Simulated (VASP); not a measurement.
As, 2 atoms in the cell. The cell holds a slab with vacuum, 2 atoms: a = 3.619 Å, b = 3.619 Å, c = 22.500 Å, α = 90.00°, β = 90.00°, γ = 120.00°. 

| Item | Value |
| --- | --- |
| Program | VASP 6.6.1 |
| Task | single point |
| Functional | r2SCAN |
| Dispersion | rVV10 |
| Potentials or basis | VASP PAW PBE potentials, release 64 (As) |
| Cutoff | 440 eV |
| k mesh | 12 × 12 × 1 |
| Occupations | gaussian, width 0.04 eV |
| Spin | no spin polarisation |
| Dipole correction | yes |
| Further INCAR settings | ALGO = Normal; EDIFF = 1e-06; NBANDS = 12 |

Potentials or basis: VASP PAW PBE potentials, release 64 (As).

Command:

```bash
$ cat potpaw_PBE.64/As/POTCAR > POTCAR
$ cp INCAR.step1 INCAR
$ mpirun -np 1 vasp_std > vasp.out
$ cp INCAR.step2 INCAR
$ mpirun -np 1 vasp_std > vasp.out
```

Hardware: 1 thread of Intel(R) Xeon(R) Platinum 8375C CPU @ 2.90GHz (Ice Lake), on a shared host.

**Question.** Estimate the wall time of this run.

**Answer.** Run time: 5.7 min on 1 thread of Intel(R) Xeon(R) Platinum 8375C CPU @ 2.90GHz (Ice Lake), with other jobs on the host, peak memory 0.82 GiB. Counts: k points 19.
